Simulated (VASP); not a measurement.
YSn3:

```xyz
4
Lattice="5.4034 0.0000 0.0000 2.7017 4.6795 0.0000 2.7017 1.5598 4.4119" Properties=species:S:1:pos:R:3 pbc="T T T"
Y     0.0000    0.0000    0.0000
Sn    5.4034    3.1197    2.2059
Sn    2.7017    1.5598    1.1030
Sn    8.1051    4.6795    3.3089
```

Base run:

| Quantity | Value |
| --- | --- |
| Program | VASP 6.6.1 |
| Functional | r2SCAN |
| Potentials or basis | VASP PAW PBE potentials, release 64 (Y_sv, Sn_d) |
| Cutoff | 520 eV |
| k mesh | 6 × 6 × 6 |
| Occupations | methfessel-paxton, width 0.1 eV |
| Spin | no spin polarisation |

Its results: pressure -0.3 GPa.

Problem. The run is repeated on the same cell with these changes: functional from r2SCAN to BLYP. What comes out?

Solution. Pressure 4.2 GPa.

Caveats: the PAW data sets were made with another functional, which shifts forces and pressure a little.
